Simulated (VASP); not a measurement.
Write the native input for VASP 6.6.1 that does the following.

- Task: single point
- Functional: PBE
- Potentials or basis: VASP PAW PBE potentials, release 64 (Co, Si)
- Cutoff: 520 eV
- k mesh: 11 × 11 × 10
- Occupations: fermi-dirac, width 0.1 eV
- Spin: non-collinear spin, typed start, spin-orbit coupling
- Starting moments: [[0.0, 0.0, 0.4], [0.0, 0.0, 0.0]] μB
- Dipole correction: no
- Further INCAR settings: ALGO = Normal; EDIFF = 1e-07; NBANDS = 25

The structure of CoSi lies in POSCAR:

```
CoSi
1.0
    2.6888170659      0.0000000000      0.0000000000
    0.0000000000      2.6888170659      0.0000000000
    0.0000000000      0.0000000000      2.9760273800
Co Si
1 1
Direct
    0.0000000000      0.0000000000      0.0000000000
    0.5000000000      0.5000000000      0.5000000000
```

This cell differs from its parent crystal: stretched by +7 % along [0.0, 0.0, 1.0] at fixed volume.

One way to write it, as run:

INCAR

```
PREC = Accurate
ENCUT = 520
EDIFF = 1E-7
ISMEAR = -1
SIGMA = 0.1
LREAL = False
LASPH = True
NELM = 150
ALGO = Normal
ISIF = 2
LWAVE = False
LCHARG = False
MAGMOM = 0 0 0.4 0 0 0
LORBIT = 11
LSORBIT = True
GGA_COMPAT = False
LORBMOM = True
LMAXMIX = 4
GGA = PE
NBANDS = 25
```

KPOINTS

```
regular mesh
0
Gamma
  11 11 10
```

Potentials or basis: VASP PAW PBE potentials, release 64 (Co, Si).

The run is started by

```console
$ cat potpaw_PBE.64/Co/POTCAR potpaw_PBE.64/Si/POTCAR > POTCAR
$ mpirun -np 1 vasp_ncl > vasp.out
```

It gave:

```
Pressure                                              : 0.2 GPa
Net moment                                            : 0.39 μB per cell
Valence electrons inside the program's atomic spheres : Co 8.61; Si 1.57
```

It took 7.4 min on 1 thread of Oxide Virtual Turin-like Processor, with other jobs on the host, peak memory 0.25 GiB.
